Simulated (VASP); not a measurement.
# LiH (Pm-3m) in VASP: further runs

The runs below take LiH through single point, with r2SCAN, HSE06, PBE-based global hybrid, PBE-based screened hybrid.

Program: VASP 6.6.1. These are calculated values, not measurements. Logs are shortened: lines on timing, memory, paths and dates and some standing lists are left out, and cuts for length are marked.

## (1) The cell of the first run

Symmetry: Pm-3m, No. 221, cubic system. The conventional cell has a = 2.502 Å, b = 2.502 Å, c = 2.502 Å, α = 90.00°, β = 90.00°, γ = 90.00°. Li (site symmetry m-3m) has 8 H at 2.17 Å and 6 Li at 2.50 Å within 2.9 Å. H (site symmetry m-3m) has 8 Li at 2.17 Å and 6 H at 2.50 Å within 2.9 Å.

## (2) Single point, r2SCAN

POSCAR

```
LiH
1.0
    2.5016587112      0.0000000000      0.0000000000
    0.0000000000      2.5016587112      0.0000000000
    0.0000000000      0.0000000000      2.5016587112
Li H
1 1
Direct
    0.0000000000      0.0000000000      0.0000000000
    0.5000000000      0.5000000000      0.5000000000
```

INCAR.step1

```
SYSTEM = LiH
PREC = Accurate
ENCUT = 520
ISMEAR = 0
SIGMA = 0.01
LREAL = .FALSE.
LASPH = .TRUE.
NELM = 60
NBANDS = 9
GGA = PE
ALGO = Normal
EDIFF = 1E-4
LWAVE = .TRUE.
LCHARG = .FALSE.
```

INCAR.step2

```
SYSTEM = LiH
PREC = Accurate
ENCUT = 520
EDIFF = 1E-6
ISMEAR = 0
SIGMA = 0.01
LREAL = .FALSE.
LASPH = .TRUE.
NELM = 60
ALGO = Normal
ISIF = 2
LWAVE = .FALSE.
LCHARG = .FALSE.
METAGGA = R2SCAN
LMIXTAU = .TRUE.
NBANDS = 9
ISTART = 1
```

KPOINTS

```
Automatic mesh
0
G
  8 8 8
  0 0 0
```

Potentials or basis: VASP PAW PBE potentials, release 64 (Li_sv, H).

On the command line:

```
$ cat potpaw_PBE.64/Li_sv/POTCAR potpaw_PBE.64/H/POTCAR > POTCAR
$ cp INCAR.step1 INCAR
$ mpirun -np 1 vasp_std > vasp.out
$ cp INCAR.step2 INCAR
$ mpirun -np 1 vasp_std > vasp.out
```

OUTCAR:

```text
SYSTEM = LiH
   PREC = Accurate
   ENCUT = 520
   EDIFF = 1E-6
   ISMEAR = 0
   LREAL = .FALSE.
   LASPH = .TRUE.
   NELM = 60
   ISIF = 2
   METAGGA = R2SCAN
   ISTART = 1

 ion  position               nearest neighbor table
   1  0.000  0.000  0.000-
   2  0.500  0.500  0.500-

  LATTYP: Found a simple cubic cell.
 ALAT       =     2.5016587112

  Lattice vectors:

 A1 = (   2.5016587112,   0.0000000000,   0.0000000000)
 A2 = (   0.0000000000,   2.5016587112,   0.0000000000)
 A3 = (   0.0000000000,   0.0000000000,   2.5016587112)

Analysis of symmetry for initial positions (statically):
=====================================================================
 Subroutine PRICEL returns:
 Original cell was already a primitive cell.

 Routine SETGRP: Setting up the symmetry group for a
 simple cubic supercell.

 Subroutine GETGRP returns: Found 48 space group operations
 (whereof 48 operations were pure point group operations)
 out of a pool of 48 trial point group operations.

The static configuration has the point symmetry O_h .

Analysis of symmetry for dynamics (positions and initial velocities):
=====================================================================
 Subroutine PRICEL returns:
 Original cell was already a primitive cell.

 Routine SETGRP: Setting up the symmetry group for a
 simple cubic supercell.

 Subroutine GETGRP returns: Found 48 space group operations
 (whereof 48 operations were pure point group operations)
 out of a pool of 48 trial point group operations.

The dynamic configuration has the point symmetry O_h .

 Subroutine INISYM returns: Found 48 space group operations
 (whereof 48 operations are pure point group operations),
 and found     1 'primitive' translations

----------------------------------------------------------------------------------------

                                     Primitive cell

  volume of cell :      15.6561

  direct lattice vectors                    reciprocal lattice vectors
     2.501658711  0.000000000  0.000000000     0.399734782  0.000000000  0.000000000
     0.000000000  2.501658711  0.000000000     0.000000000  0.399734782  0.000000000
     0.000000000  0.000000000  2.501658711     0.000000000  0.000000000  0.399734782

  length of vectors
     2.501658711  2.501658711  2.501658711     0.399734782  0.399734782  0.399734782

  position of ions in fractional coordinates (direct lattice)
     0.000000000  0.000000000  0.000000000
[... 83 lines left out ...]
   NFREE  =      0    steps in history (QN), initial steepest desc. (CG)
   ISIF   =      2    stress and relaxation
   ISYM   =      2    0-nonsym 1-usesym 2-fastsym
   POTIM  = 0.5000    time-step for ionic-motion
   TEBEG  =    0.0;   TEEND  =   0.0 temperature during run
   PSTRESS=    0.0 pullay stress
   NELECT =       4.0000    total number of electrons
   NUPDOWN=      -1.0000    fix difference up-down
   EMIN   =  10.00;   EMAX   =-10.00  energy-range for DOS
   EFERMI =   0.00;   METHOD = LEGACY
   ISMEAR =     0;   SIGMA  =   0.01  broadening in eV -4-tet -1-fermi 0-gaus
   EFERMI_NEDOS =   21; number of points for ismear=-14 and -15
   IALGO  =     38    algorithm
   IMIX   =      4    mixing-type and parameters
     AMIX     =   0.40;   BMIX     =  1.00
     AMIX_MAG =   1.60;   BMIX_MAG =  1.00
  volume/ion in A,a.u.               =       7.83        52.83
  Fermi-wavevector in a.u.,A,eV,Ry     =   1.038804  1.963054 14.682222  1.079113
  Thomas-Fermi vector in A             =   2.173305
   LORBIT       =      0    0 simple, 1 ext, 2 COOP (PROOUT), +10 PAW based schemes
   METAGGA = R2SCAN    functional components
   LHFCALC =     F    Hartree Fock is set to
   AEXX    =    0.0000 exact exchange contribution
   IVDW    =     0    specifies the selected vdW correction
   LEPSILON=     F    determine dielectric tensor
   LRPA    =     F    only Hartree local field effects (RPA)
 non-spin polarized calculation
 Gauss-broadening in eV      SIGMA  =   0.01
  energy-cutoff  :      520.00
  volume of cell :       15.66
 maximum number of plane-waves:       441
 NGX is ok and might be reduce to    20
   NGX =  9   NGY =  9   NGZ =  9

 number of electron       4.0000012 magnetization

 Free energy of the ion-electron system (eV)
  ---------------------------------------------------
  ext. energy  EPLUGINS =         0.00000000
  ---------------------------------------------------
  free energy    TOTEN  =        -6.33866004 eV

  energy without entropy =       -6.33866004  energy(sigma->0) =       -6.33866004

 E-fermi :   3.7533     XC(G=0):  -9.0252

 val. band max:        3.4793949701   @ k =   0.5000   0.5000   0.5000
 cond. band min:       4.7781173454   @ k =   0.5000   0.0000   0.0000
 fundamental gap:      1.2987223753
 Fermi energy:         3.7532601256

 k-point     1 :       0.0000    0.0000    0.0000
  band No.  band energies     occupation
      1     -46.3192      2.00000
      2      -5.6402      2.00000
      3      16.5169      0.00000
      4      16.5169      0.00000
      5      16.5169      0.00000
      6      17.5553      0.00000
      7      19.5528      0.00000
      8      19.5528      0.00000
      9      37.7567      0.00000
[... 265 lines left out ...]
 k-point    24 :       0.5000    0.3750    0.1250
  band No.  band energies     occupation
      1     -46.2246      2.00000
      2      -0.1418      2.00000
      3       5.7184      0.00000
      4       7.5932      0.00000
      5      13.9620      0.00000
      6      20.3003      0.00000
      7      23.7082      0.00000
      8      26.8801      0.00000
      9      27.1372      0.00000

 [... further k-points ...]

------------------------ aborting loop because EDIFF is reached ----------------------------------------

  FORCE on cell =-STRESS in cart. coord.  units (eV):
  Direction    XX          YY          ZZ          XY          YZ          ZX
  --------------------------------------------------------------------------------------
  -------------------------------------------------------------------------------------
  Total       -0.0463123     -0.0463123     -0.0463123      0.0000000     -0.0000000     -0.0000000
  in kB       -4.7393906     -4.7393906     -4.7393906      0.0000000     -0.0000000     -0.0000000
  external PRESSURE =      -4.7393906 kB  Pullay stress =       0.0000000 kB

 VOLUME and BASIS-vectors are now :
 -----------------------------------------------------------------------------
  energy-cutoff  :      520.00
  volume of cell :       15.66
      direct lattice vectors                 reciprocal lattice vectors
     2.501658711  0.000000000  0.000000000     0.399734782  0.000000000  0.000000000
     0.000000000  2.501658711  0.000000000     0.000000000  0.399734782  0.000000000
     0.000000000  0.000000000  2.501658711     0.000000000  0.000000000  0.399734782

 POSITION                                       TOTAL-FORCE (eV/Angst)
 -----------------------------------------------------------------------------------
      0.00000      0.00000      0.00000         0.000000      0.000000      0.000000
      1.25083      1.25083      1.25083         0.000000      0.000000      0.000000
 -----------------------------------------------------------------------------------
    total drift:                               -0.000000      0.000000      0.000000

  FREE ENERGIE OF THE ION-ELECTRON SYSTEM (eV)
  ---------------------------------------------------
  free  energy   TOTEN  =        -6.3386600428 eV

  energy  without entropy=       -6.3386600428  energy(sigma->0) =       -6.33866004
```

OSZICAR.step1:

```text
N       E                     dE             d eps       ncg     rms          rms(c)
DAV:   1    -0.217766788182E+01   -0.21777E+01   -0.13733E+03   686   0.382E+02
DAV:   2    -0.588375604193E+01   -0.37061E+01   -0.36882E+01   849   0.512E+01
DAV:   3    -0.592441678761E+01   -0.40661E-01   -0.40569E-01   751   0.439E+00
DAV:   4    -0.592455890740E+01   -0.14212E-03   -0.14211E-03   791   0.259E-01
DAV:   5    -0.592455960523E+01   -0.69783E-06   -0.69781E-06   749   0.137E-02    0.282E+00
DAV:   6    -0.572737731071E+01    0.19718E+00   -0.16220E-01   722   0.121E+00    0.140E+00
DAV:   7    -0.565745993208E+01    0.69917E-01   -0.21294E-01   735   0.153E+00    0.225E-01
DAV:   8    -0.565861194374E+01   -0.11520E-02   -0.40680E-03   739   0.426E-01    0.533E-02
DAV:   9    -0.565853721357E+01    0.74730E-04   -0.28884E-04   799   0.567E-02
   1 F= -.56585372E+01 E0= -.56585372E+01  d E =0.000000E+00
```

It took 8.7 s on 1 thread of Intel Xeon 6975P-C (Granite Rapids), shared host; peak memory 0.12 GiB.

What came out:

```
Free energy            : -6.3387 eV
Band gap on the k mesh : 1.30 eV, indirect (least direct gap 4.89 eV)
```

Caveat: the cutoff is under 1.25 times the usual one of these potentials, so pressure, stress and relaxed cells hold a basis-set (Pulay) error; the PAW data sets were made with another functional, which shifts forces and pressure a little.

## (3) Single point, r2SCAN

POSCAR is that of step 2.

INCAR.step1

```
ALGO = Normal
EDIFF = 1E-4
ENCUT = 520
GGA = PE
ISMEAR = 1
LASPH = True
LCHARG = False
LREAL = False
LWAVE = True
NBANDS = 9
NELM = 100
PREC = Accurate
SIGMA = 0.001
```

INCAR.step2

```
ALGO = Normal
EDIFF = 1E-6
ENCUT = 520
ISIF = 2
ISMEAR = 1
ISTART = 1
LASPH = True
LCHARG = True
LELF = True
LMIXTAU = True
LREAL = False
LVHAR = True
LWAVE = False
METAGGA = R2SCAN
NBANDS = 9
NELM = 100
PREC = Accurate
SIGMA = 0.001
```

KPOINTS

```
k-points
0
Gamma
  8 8 8
```

Potentials or basis: VASP PAW PBE potentials, release 64 (Li_sv, H).

On the command line:

```
$ cat potpaw_PBE.64/Li_sv/POTCAR potpaw_PBE.64/H/POTCAR > POTCAR
$ cp INCAR.step1 INCAR
$ mpirun -np 1 vasp_std > vasp.out
$ cp INCAR.step2 INCAR
$ mpirun -np 1 vasp_std > vasp.out
```

It took 9.2 s on 1 thread of Intel Xeon 6975P-C (Granite Rapids), shared host; peak memory 0.12 GiB.

The run converged. Its results:

| Item | Value |
| --- | --- |
| Free energy | -6.3387 eV |
| Band gap on the k mesh | 1.30 eV, indirect (least direct gap 4.89 eV) |

Levels at points of the mesh, in eV from the valence-band top:
| k point | band 1 | band 2 | band 3 | band 4 | band 5 | band 6 |
| --- | --- | --- | --- | --- | --- | --- |
| (0.00, 0.00, 0.00) | -49.80 | -9.12 | 13.04 | 13.04 | 13.04 | 14.08 |
| (0.50, 0.00, 0.00) | -49.75 | -6.86 | 1.30 | 12.72 | 18.00 | 18.00 |
| (0.50, 0.50, 0.00) | -49.70 | -2.87 | 2.02 | 2.02 | 10.46 | 21.76 |
| (0.50, 0.50, 0.50) | -49.66 | 0.00 | 7.51 | 7.51 | 7.51 | 9.09 |

Caveat: the cutoff is under 1.25 times the usual one of these potentials, so pressure, stress and relaxed cells hold a basis-set (Pulay) error; the PAW data sets were made with another functional, which shifts forces and pressure a little.

## (4) Single point, HSE06

POSCAR is that of step 3.

INCAR.step1

```
SYSTEM = LiH
PREC = Accurate
ENCUT = 520
EDIFF = 1E-5
ISMEAR = 0
SIGMA = 0.01
LREAL = .FALSE.
LASPH = .TRUE.
NELM = 80
ALGO = Normal
ISIF = 2
LWAVE = .TRUE.
LCHARG = .FALSE.
GGA = PE
NBANDS = 9
```

INCAR.step2

```
SYSTEM = LiH
PREC = Accurate
ENCUT = 520
EDIFF = 1E-6
ISMEAR = 0
SIGMA = 0.01
LREAL = .FALSE.
LASPH = .TRUE.
NELM = 80
ALGO = Normal
ISIF = 2
LWAVE = .FALSE.
LCHARG = .FALSE.
GGA = PE
LHFCALC = .TRUE.
HFSCREEN = 0.2079
PRECFOCK = Normal
ISTART = 1
NBANDS = 9
```

KPOINTS

```
Automatic mesh
0
G
  4 4 4
  0 0 0
```

On the command line:

```
$ cat potpaw_PBE.64/Li_sv/POTCAR potpaw_PBE.64/H/POTCAR > POTCAR
$ cp INCAR.step1 INCAR
$ mpirun -np 1 vasp_std > vasp.out
$ cp INCAR.step2 INCAR
$ mpirun -np 1 vasp_std > vasp.out
```

It took 7 s on 1 thread of Intel Xeon 6975P-C (Granite Rapids), shared host; peak memory 0.22 GiB.

It converged, with:

```
Free energy            : -6.2270 eV
Band gap on the k mesh : 1.46 eV, indirect (least direct gap 5.29 eV)
```

Levels at points of the mesh, in eV from the valence-band top:
| k point | band 1 | band 2 | band 3 | band 4 | band 5 |
| --- | --- | --- | --- | --- | --- |
| (0.00, 0.00, 0.00) | -51.54 | -9.75 | 13.13 | 13.13 | 13.13 |
| (0.50, 0.00, 0.00) | -51.49 | -7.22 | 1.46 | 12.85 | 17.48 |
| (0.50, 0.50, 0.00) | -51.44 | -2.95 | 2.34 | 2.34 | 10.20 |
| (0.50, 0.50, 0.50) | -51.40 | 0.00 | 7.46 | 7.46 | 7.46 |

Caveat: the k points lie up to 0.63 Å⁻¹ apart; the cutoff is under 1.25 times the usual one of these potentials, so pressure, stress and relaxed cells hold a basis-set (Pulay) error; the PAW data sets were made with another functional, which shifts forces and pressure a little.

## (5) Single point, PBE-based global hybrid

POSCAR is that of step 4.

INCAR.step1

```
SYSTEM = LiH
  PREC = Accurate
  ENCUT = 520
  EDIFF = 1E-5
  ISMEAR = 0
  SIGMA = 0.01
  LREAL = .False.
  LASPH = .True.
  NELM = 60
  ALGO = Normal
  ISIF = 2
  LWAVE = .True.
  LCHARG = .False.
  GGA = PE
  NBANDS = 9
```

INCAR.step2

```
SYSTEM = LiH
  PREC = Accurate
  ENCUT = 520
  EDIFF = 1E-6
  ISMEAR = 0
  SIGMA = 0.01
  LREAL = .False.
  LASPH = .True.
  NELM = 60
  ALGO = Normal
  ISIF = 2
  LWAVE = .False.
  LCHARG = .False.
  GGA = PE
  LHFCALC = .True.
  AEXX = 0.5
  PRECFOCK = Normal
  ISTART = 1
  NBANDS = 9
```

KPOINTS

```
Automatic mesh
0
Gamma
  4 4 4
  0 0 0
```

On the command line:

```
$ cat potpaw_PBE.64/Li_sv/POTCAR potpaw_PBE.64/H/POTCAR > POTCAR
$ cp INCAR.step1 INCAR
$ mpirun -np 1 vasp_std > vasp.out
$ cp INCAR.step2 INCAR
$ mpirun -np 1 vasp_std > vasp.out
```

Run time: 5.3 s. Hardware: 1 thread of Intel Xeon 6975P-C (Granite Rapids), shared host; peak memory 0.11 GiB.

The run converged. Its results:

| Item | Value |
| --- | --- |
| Free energy | -7.6340 eV |
| Band gap on the k mesh | 3.88 eV, indirect (least direct gap 8.06 eV) |

Levels at points of the mesh, in eV from the valence-band top:
```
           k point  band 1  band 2  band 3  band 4  band 5
(0.00, 0.00, 0.00)  -54.80  -10.65   16.04   16.04   16.04
(0.50, 0.00, 0.00)  -54.73   -7.82    3.88   15.91   20.45
(0.50, 0.50, 0.00)  -54.69   -3.21    4.85    4.85   12.94
(0.50, 0.50, 0.50)  -54.65    0.00   10.19   10.19   10.19
```

Caveat: the k points lie up to 0.63 Å⁻¹ apart; the cutoff is under 1.25 times the usual one of these potentials, so pressure, stress and relaxed cells hold a basis-set (Pulay) error; the PAW data sets were made with another functional, which shifts forces and pressure a little.

## (6) Single point, PBE-based screened hybrid

POSCAR is that of step 5.

INCAR.step1

```
ALGO = Normal
EDIFF = 1E-5
ENCUT = 520
GGA = PE
ISIF = 2
ISMEAR = 0
LASPH = T
LCHARG = F
LREAL = F
LWAVE = T
NBANDS = 9
NELM = 60
PREC = Accurate
SIGMA = 0.01
```

INCAR.step2

```
AEXX = 0.1
ALGO = Normal
EDIFF = 1E-6
ENCUT = 520
GGA = PE
HFSCREEN = 0.1
ISIF = 2
ISMEAR = 0
ISTART = 1
LASPH = T
LCHARG = F
LHFCALC = T
LREAL = F
LWAVE = F
NBANDS = 9
NELM = 60
PREC = Accurate
PRECFOCK = Normal
SIGMA = 0.01
```

KPOINTS

```
k-points
0
Gamma
  4 4 4
```

Potentials or basis: VASP PAW PBE potentials, release 64 (Li_sv, H).

On the command line:

```
$ cat potpaw_PBE.64/Li_sv/POTCAR potpaw_PBE.64/H/POTCAR > POTCAR
$ cp INCAR.step1 INCAR
$ mpirun -np 1 vasp_std > vasp.out
$ cp INCAR.step2 INCAR
$ mpirun -np 1 vasp_std > vasp.out
```

It took 5.7 s on 1 thread of Intel Xeon 6975P-C (Granite Rapids), shared host; peak memory 0.21 GiB.

Results (log left out):

```
Free energy            : -5.9057 eV
Band gap on the k mesh : 1.13 eV, indirect (least direct gap 4.75 eV)
```

Levels at points of the mesh, in eV from the valence-band top:
| k point | band 1 | band 2 | band 3 | band 4 | band 5 | band 6 | band 7 |
| --- | --- | --- | --- | --- | --- | --- | --- |
| (0.00, 0.00, 0.00) | -49.61 | -9.25 | 12.53 | 12.53 | 12.53 | 13.35 | 15.65 |
| (0.50, 0.00, 0.00) | -49.55 | -6.88 | 1.13 | 12.13 | 16.84 | 16.84 | 20.47 |
| (0.50, 0.50, 0.00) | -49.50 | -2.80 | 1.96 | 1.96 | 9.65 | 20.06 | 21.57 |
| (0.50, 0.50, 0.50) | -49.46 | 0.00 | 6.93 | 6.93 | 6.93 | 9.27 | 9.27 |

Caveat: the k points lie up to 0.63 Å⁻¹ apart; the cutoff is under 1.25 times the usual one of these potentials, so pressure, stress and relaxed cells hold a basis-set (Pulay) error; the PAW data sets were made with another functional, which shifts forces and pressure a little.

## (7) Summary

| level | k mesh | smearing | grid for exact exchange (PRECFOCK) | screening parameter | share of exact exchange | gap on the mesh (eV) |
| --- | --- | --- | --- | --- | --- | --- |
| r2SCAN | 8 × 8 × 8 | gaussian 0.01 eV | - | - | - | 1.30 |
| r2SCAN | 8 × 8 × 8 | methfessel-paxton 0.001 eV | - | - | - | 1.30 |
| HSE06 | 4 × 4 × 4 | gaussian 0.01 eV | Normal | 0.2079 1/Å | - | 1.46 |
| PBE-based global hybrid | 4 × 4 × 4 | gaussian 0.01 eV | Normal | - | 0.5 | 3.88 |
| PBE-based screened hybrid | 4 × 4 × 4 | gaussian 0.01 eV | Normal | 0.1 1/Å | 0.1 | 1.13 |

Alike in all rows: task single point; potentials or basis VASP PAW PBE potentials, release 64 (Li_sv, H); no spin polarisation; cell as given; cutoff (eV) 520.

Caveats: some runs use coarse meshes; the cutoff is under 1.25 times the usual one of these potentials, so pressure, stress and relaxed cells hold a basis-set (Pulay) error; the PAW data sets were made with another functional, which shifts forces and pressure a little.

Total energies depend on the potentials used, so only differences within one code and one set of settings carry meaning.
